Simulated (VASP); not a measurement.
Set up this calculation in VASP 6.6.1, as the native input.

```yaml
Task: single point
Functional: PBE
Potentials_or_basis: VASP PAW PBE potentials, release 64 (S)
Cutoff: 520 eV
k_mesh: 14 × 14 × 14
Occupations: fermi-dirac, width 0.08 eV
Spin: no spin polarisation
Dipole_correction: no
Further_INCAR_settings: ALGO = Normal; EDIFF = 1e-06; NBANDS = 13
```

The structure of S lies in POSCAR:

```
S
1.0
    1.4660594271     -0.8464298049      3.1362809996
    0.0000000000      1.6928596097      3.1362809996
   -1.4660594271     -0.8464298049      3.1362809996
S
2
Direct
    0.2500000000      0.2500000000      0.2500000000
   -0.2500000000     -0.2500000000     -0.2500000000
```

One way to write it, as run:

INCAR

```
SYSTEM = S
ALGO = Normal
EDIFF = 1E-6
ENCUT = 520
GGA = PE
ISIF = 2
ISMEAR = -1
LASPH = .TRUE.
LCHARG = .FALSE.
LREAL = .FALSE.
LWAVE = .FALSE.
NBANDS = 13
NELM = 80
PREC = Accurate
SIGMA = 0.08
```

KPOINTS

```
k-points
0
G
  14 14 14
  0 0 0
```

Potentials or basis: VASP PAW PBE potentials, release 64 (S).

Run with:

```bash
$ cat potpaw_PBE.64/S/POTCAR > POTCAR
$ mpirun -np 1 vasp_std > vasp.out
```

It gave:

The pressure is 57.3 GPa and the band gap on the k mesh is zero (bands 6 and 7 overlap by 6.07 eV).

Caveat: the cell stands under pressure.

It took 67 s on 1 thread of Intel(R) Xeon(R) Platinum 8259CL CPU @ 2.50GHz (Skylake/Cascade Lake) (shared host), peak memory 0.19 GiB.
